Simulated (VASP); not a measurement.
**P: single point with r2SCAN**

The system is P.

```
CELL_PARAMETERS angstrom
1.85898 1.07328 2.69708
-1.85898 1.07328 2.69708
0.00000 -2.14657 2.69708
ATOMIC_POSITIONS crystal
P 0.22708 0.22708 0.22708
P 0.77292 0.77292 0.77292
```

This cell differs from its parent crystal: ratio of the length along z to the lengths across it x 0.8, volume and fractional coordinates fixed.

```yaml
Program: VASP 6.6.1
Task: single point
Functional: r2SCAN
Potentials_or_basis: VASP PAW PBE potentials, release 64 (P)
Cutoff: 520 eV
k_mesh: 18 × 18 × 18
Occupations: gaussian, width 0.15 eV
Spin: no spin polarisation
```

The pressure is -5.2 GPa. The largest force is 0.493 eV/Å and the band gap on the k mesh is zero (bands 5 and 6 overlap by 1.44 eV).

Forces on the atoms (eV/Å):
```
P    0.000  0.000  0.493
P    0.000  0.000 -0.493
```

Stress tensor (GPa, compression positive):
```
-12.66   0.00   0.00
  0.00 -12.66   0.00
  0.00   0.00   9.79
```

Levels at points of the mesh, in eV from the Fermi level:
| k point | band 1 | band 2 | band 3 | band 4 | band 5 | band 6 | band 7 | band 8 | band 9 | band 10 |
| --- | --- | --- | --- | --- | --- | --- | --- | --- | --- | --- |
| (0.00, 0.00, 0.00) | -16.41 | -3.18 | -3.18 | -2.83 | -0.61 | 2.90 | 3.61 | 3.61 | 6.34 | 6.34 |
| (0.50, 0.00, 0.00) | -13.02 | -12.05 | -3.09 | -1.34 | 0.04 | 0.74 | 1.12 | 2.95 | 9.55 | 10.44 |
| (0.50, 0.50, 0.00) | -12.45 | -9.42 | -6.67 | -5.94 | -3.90 | 1.15 | 7.59 | 7.98 | 9.30 | 9.65 |
| (0.50, 0.50, 0.50) | -13.07 | -10.09 | -3.20 | -3.20 | -1.29 | -0.84 | -0.84 | 1.44 | 11.28 | 12.21 |

It took 26 min on 1 thread of Oxide Virtual Turin-like Processor, on a shared host, peak memory 0.26 GiB.

Caveat: the stress differs along the axes, from -13 to 10 GPa; the PAW data sets were made with another functional, which shifts forces and pressure a little.
